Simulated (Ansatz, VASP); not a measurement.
# Ag in VASP and in Ansatz

```
Ag
1.0
     0.00000    1.81690    1.81690
     1.81690    0.00000    1.81690
     1.81690    1.81690    0.00000
Ag
1
Cartesian
  0.0000 0.0000 0.0000
```

Change from the starting cell: volume scaled by 0.72, LAPW.

Alike in both runs: task single point; functional PBEsol; k mesh 16 × 16 × 16; occupations fermi-dirac, width 0.1 eV; no spin polarisation.

|  | VASP | Ansatz |
| --- | --- | --- |
| version | VASP 6.6.1 | Ansatz 0.2.0 |
| potentials or method | VASP PAW PBE potentials, release 64 (Ag), cutoff 520 eV | all-electron LAPW, scalar-relativistic |

Ansatz gave:

| Property | Result |
| --- | --- |
| pressure (GPa) | 98.0 |

Task: What did VASP give for the same quantities?

Result: Pressure (GPa): 97.2.

VASP's potentials were made for PBE, not for PBEsol. Both programs put the cell under a high pressure, so it lies far from rest at this level. Ansatz ran all-electron here, and VASP with PAW potentials.

Noted on VASP's run: the cell as given lies far from equilibrium.
